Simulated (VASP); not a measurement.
The system is Co3W2.

```xyz
10
Lattice="2.6369 0.0000 0.0000 -1.3185 2.2836 0.0000 0.0000 0.0000 21.9353" Properties=species:S:1:pos:R:3 pbc="T T T"
Co    0.0000    1.5224    5.4838
Co    0.0000    1.5224   14.2580
Co    0.0000    1.5224   18.6450
Co    1.3185    0.7612    3.2903
Co    1.3185    0.7612    7.6774
Co    1.3185    0.7612   16.4515
W     0.0000    1.5224    1.0968
W     0.0000    1.5224    9.8709
W     1.3185    0.7612   12.0644
W     1.3185    0.7612   20.8386
```

* Program: VASP 6.6.1
* Task: relaxation of cell and atoms
* Functional: PBE
* Potentials or basis: VASP PAW PBE potentials, release 64 (Co, W_sv)
* Cutoff: 600 eV
* k mesh: 6 × 6 × 1
* Occupations: gaussian, width 0.1 eV
* Spin: collinear spin, ferromagnetic start
* Starting moments: [3.0, 3.0, 3.0, 3.0, 3.0, 3.0, 0.0, 0.0, 0.0, 0.0] μB

At the start: pressure 13.0 GPa; volume 13.21 Å³/atom.

Question: How do energy, volume and symmetry change on relaxing?

Answer: Over 14 steps the energy falls by 211.8 meV/atom and the volume is 13.25 Å³/atom (+0.3 %); space group P6_3/mmc (No. 194, to 0.1 Å) before and after; moment 5.72 μB per cell.

The path:
| step | energy change (eV) | largest force (eV/Å) | pressure (GPa) | volume (Å³) |
| --- | --- | --- | --- | --- |
| 1 | 0.0000 | 4.8165 | 13.03 | 132.09 |
| 2 | -0.1062 | 0.8579 | -20.39 | 153.70 |
| 3 | -1.2820 | 0.7242 | -7.55 | 141.63 |
| 4 | -1.2840 | 0.8065 | -7.13 | 141.30 |
| 5 | -1.7604 | 1.0442 | 2.73 | 133.15 |
| 6 | -1.7645 | 1.1027 | 4.01 | 132.35 |
| 7 | -2.0085 | 0.6543 | -0.29 | 133.37 |
| 8 | -2.0164 | 0.5379 | -1.05 | 133.57 |
| 9 | -2.0971 | 0.1560 | 0.75 | 132.21 |
| 10 | -2.1024 | 0.1195 | 1.34 | 131.79 |
| 11 | -2.1109 | 0.0743 | -1.76 | 133.51 |
| 12 | -2.1159 | 0.0614 | -0.68 | 132.85 |
| 13 | -2.1162 | 0.0326 | 0.60 | 132.15 |
| 14 | -2.1179 | 0.0197 | 0.08 | 132.49 |

Final structure:
```
Co W
1.0
     2.69728    0.00000    0.00000
    -1.34864    2.33591    0.00000
     0.00000    0.00000   21.02838
Co W
6 4
Direct
  0.33333 0.66667 0.25000
  0.33333 0.66667 0.65904
  0.33333 0.66667 0.84096
  0.66667 0.33333 0.15904
  0.66667 0.33333 0.34096
  0.66667 0.33333 0.75000
  0.33333 0.66667 0.05960
  0.33333 0.66667 0.44040
  0.66667 0.33333 0.55960
  0.66667 0.33333 0.94040
```

Caveat: the k points lie up to 0.45 Å⁻¹ apart in the final cell.
